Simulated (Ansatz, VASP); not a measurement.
# Two plane-wave programs on H

POSCAR

```
H
1.0
   12.0000000000      0.0000000000      0.0000000000
    0.0000000000     12.3000000000      0.0000000000
    0.0000000000      0.0000000000     12.6000000000
H
2
Direct
    0.5000000000      0.5000000000      0.4702380952
    0.5000000000      0.5000000000      0.5297619048
```

File INCAR.step1:

```
SYSTEM = H
PREC     = Accurate       ! precision mode
ENCUT    = 520            ! plane-wave cutoff, eV
EDIFF    = 1E-5           ! SCF threshold, eV
ISMEAR   = -1             ! smearing method
SIGMA    = 0.01           ! smearing width, eV
LREAL    = .FALSE.        ! projectors in reciprocal space
LASPH    = .TRUE.         ! aspherical terms in the spheres
NELM     = 100            ! most SCF steps
ALGO     = Normal         ! electronic algorithm
ISIF     = 2              ! what is computed and relaxed
LWAVE    = .TRUE.         ! write WAVECAR
GGA      = PE             ! functional
NBANDS   = 8              ! bands
```

INCAR.step2

```
SYSTEM = H
PREC     = Accurate       ! precision mode
ENCUT    = 520            ! plane-wave cutoff, eV
EDIFF    = 1E-7           ! SCF threshold, eV
ISMEAR   = -1             ! smearing method
SIGMA    = 0.01           ! smearing width, eV
LREAL    = .FALSE.        ! projectors in reciprocal space
LASPH    = .TRUE.         ! aspherical terms in the spheres
NELM     = 100            ! most SCF steps
ALGO     = Normal         ! electronic algorithm
ISIF     = 2              ! what is computed and relaxed
LWAVE    = .FALSE.        ! write WAVECAR
LCHARG   = .TRUE.         ! write CHGCAR
GGA      = PE             ! functional
LHFCALC  = .TRUE.         ! exact exchange
HFSCREEN = 0.2079         ! screening, 1/A
PRECFOCK = Normal       
LELF     = .TRUE.         ! ELF
LVHAR    = .TRUE.       
ISTART   = 1            
NBANDS   = 8              ! bands
```

KPOINTS

```
regular mesh
0
G
  1 1 1
  0 0 0
```

Input for Ansatz:

```yaml
crystal:
  lattice:
    - [12.0, 0.0, 0.0]
    - [0.0, 12.3, 0.0]
    - [0.0, 0.0, 12.6]
  atoms:
    - { symbol: H, position: [0.5, 0.5, 0.4702380952] }
    - { symbol: H, position: [0.5, 0.5, 0.5297619048] }
hamiltonian:
  xc: hse06
  pseudopotentials:
    kind: paw
    azcp:
      H: "pseudopotentials/H.paw.azcp"
basis:
  ecutwfc: 420
  fft_grid_basis: typed
kpoints:
  mp_grid: { grid: [1, 1, 1], shift: [0, 0, 0] }
magnetization:
  spin_polarized: false
scf:
  occupations: { method: fermi_dirac, width: 0.01 }
```

Alike in both runs: task single point; functional HSE06; k mesh 1 × 1 × 1; occupations fermi-dirac, width 0.01 eV; no spin polarisation.

```csv
,VASP,Ansatz
version,VASP 6.6.1,Ansatz 0.2.0
potentials or method,"VASP PAW PBE potentials, release 64 (H), cutoff 520 eV","plane waves (420 eV) with PAW, scalar-relativistic"
valence electrons in the cell,2,2
```

Ansatz gave:

| Property | Result |
| --- | --- |
| gap on the k mesh at the Fermi level (eV) | 11.44 |

Problem. Which values does VASP return?

Solution. gap on the k mesh at the Fermi level (eV): 11.42.
